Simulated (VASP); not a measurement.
# Tl2PdI2Br4 (I4/mmm) in VASP: density of states with PBE

Aim: the density of states of Tl2PdI2Br4 with PBE.

Everything below comes from runs of VASP 6.6.1. Logs are shortened: lines on timing, memory, paths and dates and some standing lists are left out, and cuts for length are marked.

## (1) The cell of the first run

It takes space group I4/mmm (No. 139, tetragonal). The conventional cell has a = 8.181 Å, b = 8.181 Å, c = 8.755 Å, α = 90.00°, β = 90.00°, γ = 90.00°. Pd (site symmetry 4/mmm) has 4 Br at 2.35 Å and 2 I at 3.05 Å within 3.1 Å. Within 3.5 Å of I (site symmetry 4mm) lie 1 I at 2.66 Å and 1 Pd at 3.05 Å. Within 4.8 Å of Tl (site symmetry -4m2) lie 8 Br at 3.67 Å and 4 I at 4.18 Å and 2 Tl at 4.38 Å and 4 Pd at 4.64 Å. Within 3.1 Å of Br (site symmetry m2m) lie 1 Pd at 2.35 Å.

## (2) Density of states, PBE

Input file POSCAR:

```
Tl2PdI2Br4
1.0
   -4.0902570000      4.0902570000      4.3772630000
    4.0902570000     -4.0902570000      4.3772630000
    4.0902570000      4.0902570000     -4.3772630000
Pd I Tl Br
1 2 2 4
Direct
    0.0000000000      0.0000000000      0.0000000000
    0.3481500000      0.3481500000      0.0000000000
    0.6518500000      0.6518500000      0.0000000000
    0.7500000000      0.2500000000      0.5000000000
    0.2500000000      0.7500000000      0.5000000000
    0.2035600000      0.2035600000      0.4071200000
    0.2035600000      0.7964400000      0.0000000000
    0.7964400000      0.7964400000      0.5928800000
    0.7964400000      0.2035600000      0.0000000000
```

Input file INCAR.step1:

```
ALGO     = Normal         # electronic algorithm
EDIFF    = 1E-6           # SCF threshold, eV
ENCUT    = 520            # plane-wave cutoff, eV
GGA      = PE             # functional
ISIF     = 2              # what is computed and relaxed
ISMEAR   = 1              # smearing method
LASPH    = T              # aspherical terms in the spheres
LCHARG   = T              # write CHGCAR
LMAXMIX  = 4              # l up to which the mixer works
LREAL    = F              # projectors in reciprocal space
LWAVE    = F              # write WAVECAR
NBANDS   = 49             # bands
NELM     = 80             # most SCF steps
PREC     = Accurate       # precision mode
SIGMA    = 0.077          # smearing width, eV
```

Input file KPOINTS.step1:

```
k-points
0
Gamma
  5 5 5
```

Input file INCAR.step2:

```
ALGO     = Normal         # electronic algorithm
EDIFF    = 1E-6           # SCF threshold, eV
ENCUT    = 520            # plane-wave cutoff, eV
GGA      = PE             # functional
ICHARG   = 11             # starting density
ISIF     = 2              # what is computed and relaxed
ISMEAR   = -5             # smearing method
LASPH    = T              # aspherical terms in the spheres
LCHARG   = F              # write CHGCAR
LMAXMIX  = 4              # l up to which the mixer works
LORBIT   = 11             # projections on sites
LREAL    = F              # projectors in reciprocal space
LWAVE    = F              # write WAVECAR
NEDOS    = 1001           # points of the DOS
NELM     = 80             # most SCF steps
PREC     = Accurate       # precision mode
SIGMA    = 0.077          # smearing width, eV
```

Input file KPOINTS.step2:

```
k-points
0
Gamma
  8 8 8
```

Potentials or basis: VASP PAW PBE potentials, release 64 (Pd, I, Tl_d, Br).

Run with:

```sh
$ cat potpaw_PBE.64/Pd/POTCAR potpaw_PBE.64/I/POTCAR potpaw_PBE.64/Tl_d/POTCAR potpaw_PBE.64/Br/POTCAR > POTCAR
$ cp INCAR.step1 INCAR
$ cp KPOINTS.step1 KPOINTS
$ mpirun -np 1 vasp_std > vasp.out
$ cp INCAR.step2 INCAR
$ cp KPOINTS.step2 KPOINTS
$ mpirun -np 1 vasp_std > vasp.out
```

OUTCAR:

```text
EDIFF = 1E-6
   ENCUT = 520
   GGA = PE
   ICHARG = 11
   ISIF = 2
   ISMEAR = -5
   LASPH = T
   LORBIT = 11
   LREAL = F
   NELM = 80
   PREC = Accurate

 ion  position               nearest neighbor table
   1  0.000  0.000  0.000-   6 2.35   8 2.35   7 2.35   9 2.35   2 3.05   3 3.05
   2  0.348  0.348  0.000-   3 2.66   1 3.05
   3  0.652  0.652  0.000-   2 2.66   1 3.05
   4  0.750  0.250  0.500-
   5  0.250  0.750  0.500-
   6  0.204  0.204  0.407-   1 2.35
   7  0.204  0.796  0.000-   1 2.35
   8  0.796  0.796  0.593-   1 2.35
   9  0.796  0.204  0.000-   1 2.35

  LATTYP: Found a body centered tetragonal cell.
 ALAT       =     8.1805140000
 C/A-ratio  =     1.0701682070

  Lattice vectors:

 A1 = (  -4.0902570000,   4.0902570000,   4.3772630000)
 A2 = (   4.0902570000,  -4.0902570000,   4.3772630000)
 A3 = (   4.0902570000,   4.0902570000,  -4.3772630000)

Analysis of symmetry for initial positions (statically):
=====================================================================
 Subroutine PRICEL returns:
 Original cell was already a primitive cell.

 Routine SETGRP: Setting up the symmetry group for a
 body centered tetragonal supercell.

 Subroutine GETGRP returns: Found 16 space group operations
 (whereof 16 operations were pure point group operations)
 out of a pool of 16 trial point group operations.

The static configuration has the point symmetry D_4h.

Analysis of symmetry for dynamics (positions and initial velocities):
=====================================================================
 Subroutine PRICEL returns:
 Original cell was already a primitive cell.

 Routine SETGRP: Setting up the symmetry group for a
 body centered tetragonal supercell.

 Subroutine GETGRP returns: Found 16 space group operations
 (whereof 16 operations were pure point group operations)
 out of a pool of 16 trial point group operations.

The dynamic configuration has the point symmetry D_4h.

 Subroutine INISYM returns: Found 16 space group operations
 (whereof 16 operations are pure point group operations),
 and found     1 'primitive' translations

----------------------------------------------------------------------------------------

                                     Primitive cell

  volume of cell :     292.9300

  direct lattice vectors                    reciprocal lattice vectors
    -4.090257000  4.090257000  4.377263000     0.000000000  0.122241708  0.114226630
     4.090257000 -4.090257000  4.377263000     0.122241708  0.000000000  0.114226630
     4.090257000  4.090257000 -4.377263000     0.122241708  0.122241708  0.000000000

  length of vectors
     7.254022058  7.254022058  7.254022058     0.167304387  0.167304387  0.172875881

  position of ions in fractional coordinates (direct lattice)
     0.000000000  0.000000000  0.000000000
     0.348150000  0.348150000  0.000000000
     0.651850000  0.651850000  0.000000000
     0.750000000  0.250000000  0.500000000
     0.250000000  0.750000000  0.500000000
     0.203560000  0.203560000  0.407120000
     0.203560000  0.796440000  0.000000000
     0.796440000  0.796440000  0.592880000
     0.796440000  0.203560000  0.000000000

  ion indices of the primitive-cell ions
   primitive index   ion index
                 1           1
                 2           2
                 3           3
                 4           4
                 5           5
                 6           6
                 7           7
                 8           8
                 9           9

----------------------------------------------------------------------------------------

 KPOINTS: k-points

Automatic generation of k-mesh.
 Grid dimensions read from file:
 generate k-points for:    8    8    8

 Generating k-lattice:

  Cartesian coordinates                     Fractional coordinates (reciprocal lattice)
     0.000000000  0.015280213  0.014278329     0.125000000  0.000000000  0.000000000
     0.015280213  0.000000000  0.014278329     0.000000000  0.125000000  0.000000000
     0.015280213  0.015280213  0.000000000     0.000000000  0.000000000  0.125000000

  Length of vectors
     0.020913048  0.020913048  0.021609485

  Shift w.r.t. Gamma in fractional coordinates (k-lattice)
     0.000000000  0.000000000  0.000000000

 TETIRR: Found    655 inequivalent tetrahedra from     3072

 Subroutine IBZKPT returns following result:
 ===========================================

 Found     59 irreducible k-points:

 Following reciprocal coordinates:
            Coordinates               Weight
  0.000000  0.000000  0.000000      1.000000
  0.125000 -0.000000  0.000000      8.000000
  0.250000 -0.000000  0.000000      8.000000
  0.375000 -0.000000  0.000000      8.000000
  0.500000 -0.000000  0.000000      4.000000
  0.125000  0.125000  0.000000      8.000000
[... 16 lines left out ...]
  0.250000  0.125000  0.125000     16.000000
  0.375000  0.125000  0.125000      8.000000
 [... further k-points ...]
   k-points           NKPTS =     59   k-points in BZ     NKDIM =     59   number of bands    NBANDS=     46
   number of dos      NEDOS =   1001   number of ions     NIONS =      9
   total plane-waves  NPLWV = 157464
   dimension x,y,z NGX =    54 NGY =   54 NGZ =   54
   dimension x,y,z NGXF=   108 NGYF=  108 NGZF=  108
   ions per type =               1   2   2   4
   NGX,Y,Z   is equivalent  to a cutoff of  12.38, 12.38, 12.38 a.u.
   NGXF,Y,Z  is equivalent  to a cutoff of  24.75, 24.75, 24.75 a.u.
 SYSTEM =  unknown system
   PREC   = accura    normal or accurate (medium, high low for compatibility)
   ISTART =      0    job   : 0-new  1-cont  2-samecut
   ICHARG =     11    charge: 1-file 2-atom 10-const
   ISPIN  =      1    spin polarized calculation?
   LNONCOLLINEAR =      F non collinear calculations
   LSORBIT =      F    spin-orbit coupling
   LASPH  =      T    aspherical Exc in radial PAW
   ENCUT  =  520.0 eV  38.22 Ry    6.18 a.u.  13.49 13.49 13.49*2*pi/ulx,y,z
   NELM   =     80;   NELMIN=  2; NELMDL=  0     # of ELM steps
   EDIFF  = 0.1E-05   stopping-criterion for ELM
   LREAL  =      F    real-space projection
   EDIFFG = 0.1E-04   stopping-criterion for IOM
   NSW    =      0    number of steps for IOM
   IBRION =     -1    ionic relax: 0-MD 1-quasi-New 2-CG
   NFREE  =      0    steps in history (QN), initial steepest desc. (CG)
   ISIF   =      2    stress and relaxation
   ISYM   =      2    0-nonsym 1-usesym 2-fastsym
   POTIM  = 0.5000    time-step for ionic-motion
   TEBEG  =    0.0;   TEEND  =   0.0 temperature during run
   PSTRESS=    0.0 pullay stress
   NELECT =      78.0000    total number of electrons
   NUPDOWN=      -1.0000    fix difference up-down
   EMIN   =  10.00;   EMAX   =-10.00  energy-range for DOS
   EFERMI =   0.00;   METHOD = LEGACY
   ISMEAR =    -5;   SIGMA  =   0.08  broadening in eV -4-tet -1-fermi 0-gaus
   EFERMI_NEDOS =   21; number of points for ismear=-14 and -15
   IALGO  =     38    algorithm
   IMIX   =      4    mixing-type and parameters
     AMIX     =   0.40;   BMIX     =  1.00
     AMIX_MAG =   1.60;   BMIX_MAG =  1.00
  volume/ion in A,a.u.               =      32.55       219.64
  Fermi-wavevector in a.u.,A,eV,Ry     =   1.053218  1.990294 15.092520  1.109269
  Thomas-Fermi vector in A             =   2.188331
   LORBIT       =     11    0 simple, 1 ext, 2 COOP (PROOUT), +10 PAW based schemes
   GGA     = PE    functional components
   LHFCALC =     F    Hartree Fock is set to
   AEXX    =    0.0000 exact exchange contribution
   IVDW    =     0    specifies the selected vdW correction
   LEPSILON=     F    determine dielectric tensor
   LRPA    =     F    only Hartree local field effects (RPA)
 non-spin polarized calculation
 Fermi weights with tetrahedron method with Bloechl corrections
  energy-cutoff  :      520.00
  volume of cell :      292.93
 maximum number of plane-waves:      7941
 NGX is ok and might be reduce to    54

 number of electron      77.9999991 magnetization

 Free energy of the ion-electron system (eV)
  ---------------------------------------------------
  ext. energy  EPLUGINS =         0.00000000
  ---------------------------------------------------
  free energy    TOTEN  =       -23.24056861 eV

  energy without entropy =      -23.24056861  energy(sigma->0) =      -23.24056861

 E-fermi :   2.6146     XC(G=0):  -8.6501

 val. band max:        2.6004670692   @ k =   0.5000   0.5000   0.0000
 cond. band min:       3.6142947628   @ k =   0.5000   0.5000   0.5000
 fundamental gap:      1.0138276936
 Fermi energy:         2.6145789689

 k-point     1 :       0.0000    0.0000    0.0000
  band No.  band energies     occupation
      1     -12.1666      2.00000
      2     -11.5545      2.00000
      3     -11.5545      2.00000
      4     -11.5006      2.00000
      5     -10.6214      2.00000
      6      -8.5137      2.00000
[... 38 lines left out ...]
     45       7.4593      0.00000
     46       7.4595      0.00000

 k-point     2 :       0.1250   -0.0000    0.0000
  band No.  band energies     occupation
      1     -12.1550      2.00000
      2     -11.5641      2.00000
      3     -11.5559      2.00000
      4     -11.4991      2.00000
      5     -10.6257      2.00000
      6      -8.5151      2.00000
[... 38 lines left out ...]
     45       7.2605      0.00000
     46       7.3590      0.00000

 k-point     3 :       0.2500   -0.0000    0.0000
  band No.  band energies     occupation
      1     -12.1249      2.00000
      2     -11.5896      2.00000
      3     -11.5591      2.00000
      4     -11.4957      2.00000
      5     -10.6360      2.00000
      6      -8.5188      2.00000
[... 38 lines left out ...]
     45       6.9225      0.00000
     46       7.1403      0.00000

 k-point     4 :       0.3750   -0.0000    0.0000
  band No.  band energies     occupation
      1     -12.0912      2.00000
      2     -11.6190      2.00000
      3     -11.5619      2.00000
      4     -11.4926      2.00000
      5     -10.6460      2.00000
      6      -8.5229      2.00000
[... 920 lines left out ...]
     45       6.9295      0.00000
     46       6.9439      0.00000

 k-point    23 :       0.2500    0.1250    0.1250
  band No.  band energies     occupation
      1     -12.0814      2.00000
      2     -11.6089      2.00000
      3     -11.5666      2.00000
      4     -11.5117      2.00000
      5     -10.6438      2.00000
      6      -8.5207      2.00000
[... 38 lines left out ...]
     45       6.6427      0.00000
     46       6.8073      0.00000

 k-point    24 :       0.3750    0.1250    0.1250
  band No.  band energies     occupation
      1     -12.0702      2.00000
      2     -11.6140      2.00000
      3     -11.5702      2.00000
      4     -11.5127      2.00000
      5     -10.6474      2.00000
      6      -8.5223      2.00000
[... 38 lines left out ...]
     45       6.4889      0.00000
     46       6.6585      0.00000

 [... further k-points ...]
[... 5 lines left out ...]
  --------------------------------------------------------------------------------------
  -------------------------------------------------------------------------------------
  Total        7.3862561      7.3862561      5.7956432      0.0000000     -0.0000000      0.0000000
  in kB       40.3990467     40.3990467     31.6992072      0.0000000     -0.0000000      0.0000000
  external PRESSURE =      37.4991002 kB  Pullay stress =       0.0000000 kB

 VOLUME and BASIS-vectors are now :
 -----------------------------------------------------------------------------
  energy-cutoff  :      520.00
  volume of cell :      292.93
      direct lattice vectors                 reciprocal lattice vectors
    -4.090257000  4.090257000  4.377263000     0.000000000  0.122241708  0.114226630
     4.090257000 -4.090257000  4.377263000     0.122241708  0.000000000  0.114226630
     4.090257000  4.090257000 -4.377263000     0.122241708  0.122241708  0.000000000

 POSITION                                       TOTAL-FORCE (eV/Angst)
 -----------------------------------------------------------------------------------
      0.00000      0.00000      0.00000        -0.000000      0.000000      0.000000
      0.00000      0.00000      3.04789        -0.000000      0.000000     -1.454120
      0.00000      0.00000      5.70664        -0.000000      0.000000      1.454120
      0.00000      4.09026      2.18863        -0.000000      0.000000      0.000000
      4.09026      0.00000      2.18863        -0.000000      0.000000      0.000000
      1.66523      1.66523      0.00000         0.917720      0.917720     -0.000000
      2.42503     -2.42503      4.37726        -0.917720      0.917720      0.000000
      2.42503      2.42503      4.37726        -0.917720     -0.917720      0.000000
     -2.42503      2.42503      4.37726         0.917720     -0.917720      0.000000
 -----------------------------------------------------------------------------------
    total drift:                               -0.000000      0.000000      0.000000

  FREE ENERGIE OF THE ION-ELECTRON SYSTEM (eV)
  ---------------------------------------------------
  free  energy   TOTEN  =       -23.2405686093 eV

  energy  without entropy=      -23.2405686093  energy(sigma->0) =      -23.24056861

 total charge

# of ion       s       p       d       tot
------------------------------------------
    1        0.509   0.611   8.550   9.670
    2        1.537   2.692   0.039   4.268
    3        1.537   2.692   0.039   4.268
    4        1.312   0.087   9.667  11.066
    5        1.312   0.087   9.667  11.066
    6        1.617   3.222   0.030   4.869
    7        1.617   3.222   0.030   4.869
    8        1.617   3.222   0.030   4.869
    9        1.617   3.222   0.030   4.869
--------------------------------------------------
tot         12.676  19.058  28.082  59.816
```

Run time: 6.9 min. Hardware: 1 thread of Intel Xeon 6975P-C (Granite Rapids), shared host; peak memory 0.91 GiB.

What came out:

| Item | Value |
| --- | --- |
| Valence electrons inside the program's atomic spheres | Pd 9.67; I 4.27; Tl 11.07; Br 4.87 |

Caveat: spin-orbit coupling is left out, which moves the levels of the heavy elements.
